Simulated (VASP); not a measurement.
Set up this calculation in VASP 6.6.1, as the native input.

| Item | Value |
| --- | --- |
| Task | single point |
| Functional | PBE |
| Potentials or basis | VASP PAW PBE potentials, release 64 (Ge_d, Sb, O) |
| Cutoff | 520 eV |
| k mesh | 12 × 12 × 4 |
| Occupations | gaussian, width 0.1 eV |
| Spin | no spin polarisation |
| Dipole correction | no |
| Further INCAR settings | ALGO = Normal; EDIFF = 1e-06; NBANDS = 30 |

The structure of GeSb3O2 lies in POSCAR:

```
GeSb3O2
1.0
    3.1950996803      0.0000000000      0.0000000000
    0.0000000000      3.1950996803      0.0000000000
    0.0000000000      0.0000000000     13.4580410859
Ge Sb O
1 3 2
Direct
    0.0000000000      0.0000000000      0.5000000000
    0.5000000000      0.5000000000      0.2274217513
    0.5000000000      0.5000000000      0.7725782487
    0.5000000000      0.5000000000      0.0000000000
    0.5000000000      0.5000000000      0.5000000000
    0.0000000000      0.0000000000      0.0000000000
```

The cell was generated, and may not be a known phase.

One way to write it, as run:

INCAR

```
SYSTEM = GeSb3O2
ALGO = Normal
EDIFF = 1E-6
ENCUT = 520
GGA = PE
ISIF = 2
ISMEAR = 0
LASPH = .True.
LCHARG = .False.
LREAL = .False.
LWAVE = .False.
NBANDS = 30
NELM = 60
PREC = Accurate
SIGMA = 0.1
```

KPOINTS

```
k-points
0
Gamma
  12 12 4
  0 0 0
```

Potentials or basis: VASP PAW PBE potentials, release 64 (Ge_d, Sb, O).

Command:

```console
$ cat potpaw_PBE.64/Ge_d/POTCAR potpaw_PBE.64/Sb/POTCAR potpaw_PBE.64/O/POTCAR > POTCAR
$ mpirun -np 1 vasp_std > vasp.out
```

It gave:

| Property | Result |
| --- | --- |
| Pressure | -0.2 GPa |
| Band gap on the k mesh | zero (an odd number of electrons rules out a gap without spin polarisation) |

Caveat: spin-orbit coupling is left out, which moves the levels of the heavy elements; an odd number of electrons without spin polarisation forces a metal; a magnetic or distorted state may lie lower.

It took 120 s on 1 thread of Intel(R) Xeon(R) 6975P-C (Granite Rapids), with other jobs on the host, peak memory 0.45 GiB.
